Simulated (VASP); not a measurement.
CaSn2O5:

```
CELL_PARAMETERS angstrom
2.00057 -5.45915 0.00000
2.00057 5.45915 0.00000
0.00000 0.00000 10.86370
ATOMIC_POSITIONS crystal
Ca 0.19262 0.80738 0.25000
Ca 0.80738 0.19262 0.75000
Sn 0.86820 0.13180 0.06288
Sn 0.13180 0.86820 0.93712
Sn 0.13180 0.86820 0.56288
Sn 0.86820 0.13180 0.43712
O 0.19849 0.80151 0.75000
O 0.80151 0.19849 0.25000
O 0.69431 0.30569 0.55318
O 0.30569 0.69431 0.44682
O 0.30569 0.69431 0.05318
O 0.69431 0.30569 0.94682
O 0.04744 0.95256 0.10922
O 0.95256 0.04744 0.89078
O 0.04744 0.95256 0.39078
O 0.95256 0.04744 0.60922
```

Base run:

| Property | Result |
| --- | --- |
| Program | VASP 6.6.1 |
| Functional | r2SCAN |
| Potentials or basis | VASP PAW PBE potentials, release 64 (Ca_sv, Sn_d, O) |
| Cutoff | 520 eV |
| k mesh | 6 × 6 × 2 |
| Occupations | fermi-dirac, width 0.02 eV |
| Spin | no spin polarisation |

Its results: band gap on the k mesh 1.99 eV, indirect (least direct gap 2.04 eV); pressure -4.7 GPa; largest force 0.415 eV/Å.

The run is repeated on the same cell with these changes: functional from r2SCAN to PBE. What comes out?

Band gap on the k mesh 1.48 eV, indirect (least direct gap 1.53 eV); pressure 0.1 GPa; largest force 0.021 eV/Å.

r2SCAN gives the wider gap, since meta-GGAs in the generalised Kohn-Sham scheme recover part of the derivative discontinuity.

Caveats: spin-orbit coupling is left out, which moves the levels of the heavy elements; the PAW data sets were made with another functional, which shifts forces and pressure a little (some runs).

A k mesh can miss the band edges.
